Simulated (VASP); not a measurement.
A run of VASP 6.6.1:

The input INCAR:

```
SYSTEM = Hf
PREC = Accurate
ENCUT = 600
EDIFF = 1E-7
ISMEAR = -1
SIGMA = 0.08
LREAL = .False.
LASPH = .True.
NELM = 100
ALGO = Normal
ISIF = 3
LWAVE = .False.
LCHARG = .False.
GGA = PE
IBRION = 2
NSW = 60
EDIFFG = -0.005
PSTRESS = 120.0
```

Contents of KPOINTS:

```
Automatic mesh
0
Gamma
  15 15 15
  0 0 0
```

The input POSCAR:

```
Hf
1.0
    0.0000000000      2.1713053751      2.1713053751
    2.1713053751      0.0000000000      2.1713053751
    2.1713053751      2.1713053751      0.0000000000
Hf
1
Direct
    0.0000000000      0.0000000000      0.0000000000
```

Potentials or basis: VASP PAW PBE potentials, release 64 (Hf_pv).

Run with:

```bash
$ cat potpaw_PBE.64/Hf_pv/POTCAR > POTCAR
$ mpirun -np 1 vasp_std > vasp.out
```

Hardware: 1 thread of Intel(R) Xeon(R) Platinum 8375C CPU @ 2.90GHz (Ice Lake), on a shared host.

**Question.** How long does it take, and how much memory?

**Answer.** It took 53 s on 1 thread of Intel(R) Xeon(R) Platinum 8375C CPU @ 2.90GHz (Ice Lake) (shared host), peak memory 0.18 GiB. Counts: scf iterations 26, k points 120, ion steps 3.
